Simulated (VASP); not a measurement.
Ge:

```
Ge
1.0
     0.00000    2.77116    2.77116
     2.77116    0.00000    2.77116
     2.77116    2.77116    0.00000
Ge
2
Direct
  0.75000 0.75000 0.75000
  0.50000 0.50000 0.50000
```

Base run:

- Program: VASP 6.6.1
- Functional: SVWN5
- Potentials or basis: VASP PAW PBE potentials, release 64 (Ge_d)
- Cutoff: 520 eV
- k mesh: 8 × 8 × 8
- Occupations: fermi-dirac, width 0.05 eV
- Spin: no spin polarisation

Its results: band gap on the k mesh 0.24 eV, indirect (least direct gap 0.38 eV); pressure 3.4 GPa.

The run is repeated on the same cell with these changes: functional from SVWN5 to RPBE; dispersion from none to D4. What comes out?

Band gap on the k mesh 0.46 eV, indirect (least direct gap 0.73 eV); pressure 5.4 GPa.

Several settings changed at once, so the effect can't be laid on one alone.

Caveats: the PAW data sets were made with another functional, which shifts forces and pressure a little.

A k mesh can miss the band edges.
